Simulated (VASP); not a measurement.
Here is a VASP 6.6.1 calculation.

The input INCAR:

```
PREC = Accurate ; ENCUT = 600
EDIFF = 1E-6 ; ISMEAR = 0
SIGMA = 0.1 ; LREAL = F
LASPH = T ; NELM = 100
ALGO = Normal ; ISIF = 3
LWAVE = F ; LCHARG = F
GGA = PE ; IBRION = 2
NSW = 90 ; EDIFFG = -0.04
```

File KPOINTS:

```
Automatic mesh
0
Gamma
  6 6 6
```

Contents of POSCAR:

```
Pd2Pt
1.0
    0.0000000000      2.7759974588      2.7759974588
    2.7759974588      0.0000000000      2.7759974588
    2.7759974588      2.7759974588      0.0000000000
Pd Pt
2 1
Direct
    0.2500000000      0.2500000000      0.2500000000
    0.7500000000      0.7500000000      0.7500000000
    0.0000000000      0.0000000000      0.0000000000
```

Potentials or basis: VASP PAW PBE potentials, release 64 (Pd, Pt).

Run with:

```sh
$ cat potpaw_PBE.64/Pd/POTCAR potpaw_PBE.64/Pt/POTCAR > POTCAR
$ mpirun -np 1 vasp_std > vasp.out
```

(1) Predict the relaxed volume.

(2) Estimate the space group after relaxing (to 0.05 Å).

Answers

(1) 18.53 Å³/atom.

(2) Fm-3m (No. 225).

Caveat: the volume moved by over 15 % at a fixed basis, so the end points are rough.
